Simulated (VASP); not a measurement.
Runs of VASP 6.6.1 on BaRe. The structure is that of space group Pm-3m (No. 221), or close to it. The cells are those of the table. 

| cell | gap on the mesh (eV) | pressure (GPa) |
| --- | --- | --- |
| a = 3.789 Å, 2 atoms | none | -1.3 |
| a = 3.705 Å, 2 atoms | none | (a) |
| a = 3.729 Å, 2 atoms | none | (b) |
| a = 3.680 Å, 2 atoms | none | 3.1 |
| a = 3.655 Å, 2 atoms | none | 4.4 |
| a = 3.753 Å, 2 atoms | none | -0.1 |

Alike in all rows: task single point; level r2SCAN; potentials or basis VASP PAW PBE potentials, release 64 (Ba_sv, Re); no spin polarisation; k mesh 10 × 10 × 10; cutoff (eV) 520; smearing gaussian 0.05 eV.

Problem. Estimate the missing entries.

Solution. (a) 1.9; (b) 0.8.

Caveats: the PAW data sets were made with another functional, which shifts forces and pressure a little; spin-orbit coupling is left out, which moves the levels of the heavy elements; the cell stands under pressure (at least some runs).

A k mesh can miss the band edges, and the runs leave out spin-orbit coupling on Ba, Re.

A gap of «none» marks levels without a gap at the run's occupations.
